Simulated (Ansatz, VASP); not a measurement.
Cl: VASP beside Ansatz

INCAR

```
SYSTEM = Cl
  PREC = Accurate
  ENCUT = 600
  EDIFF = 1E-6
  ISMEAR = 0
  SIGMA = 0.02
  LREAL = .False.
  LASPH = .True.
  NELM = 100
  ALGO = Normal
  ISIF = 3
  LWAVE = .False.
  LCHARG = .False.
  GGA = PE
  IBRION = 2
  NSW = 100
  EDIFFG = -0.01
```

KPOINTS

```
Automatic mesh
0
Gamma
  8 8 8
  0 0 0
```

The input POSCAR:

```
Cl
1.0
    0.0000000000      3.5636040259      4.6065142325
    2.3179065409      0.0000000000      4.6065142325
    2.3179065409      3.5636040259      0.0000000000
Cl
2
Direct
    0.1092058604      0.1092058604      0.8907941396
    0.8907941396      0.8907941396      0.1092058604
```

Input for Ansatz:

```yaml
crystal:
  lattice:
    - [0.0, 3.5636040259, 4.6065142325]
    - [2.3179065409, 0.0, 4.6065142325]
    - [2.3179065409, 3.5636040259, 0.0]
  atoms:
    - { symbol: Cl, position: [0.1092058604, 0.1092058604, 0.8907941396] }
    - { symbol: Cl, position: [0.8907941396, 0.8907941396, 0.1092058604] }
basis:
  ecutwfc: 420
kpoints:
  mp_grid: { grid: [8, 8, 8] }
hamiltonian:
  xc: pbe
scf:
  occupations: { method: gaussian, width: 0.02 }
output:
  forces: true
  stress: true
  eigenvalues: true
relax:
  adjacent_minimum: "off"
  f_tol: 0.01
  max_steps: 80
  cell: { stress_tol: 0.05 }
```

Alike in both runs: task relaxation of cell and atoms; functional PBE; k mesh 8 × 8 × 8; occupations gaussian, width 0.02 eV; no spin polarisation.

```csv
,VASP,Ansatz
version,VASP 6.6.1,Ansatz 0.2.0
potentials or method,"VASP PAW PBE potentials, release 64 (Cl), cutoff 600 eV","scalar-relativistic, plane waves, PAW"
valence electrons in the cell,14,14
```

VASP gave:

- gap on the k mesh at the Fermi level, each at its own relaxed structure (eV): 1.95
- relaxed volume (Å³/atom): 39.74
- relaxed cell length with the largest relative difference (Å): 5.963

**Question.** Estimate Ansatz's values.

**Answer.** gap on the k mesh at the Fermi level, each at its own relaxed structure (eV): 1.78; relaxed volume (Å³/atom): 39.52; relaxed cell length with the largest relative difference (Å): 6.012.
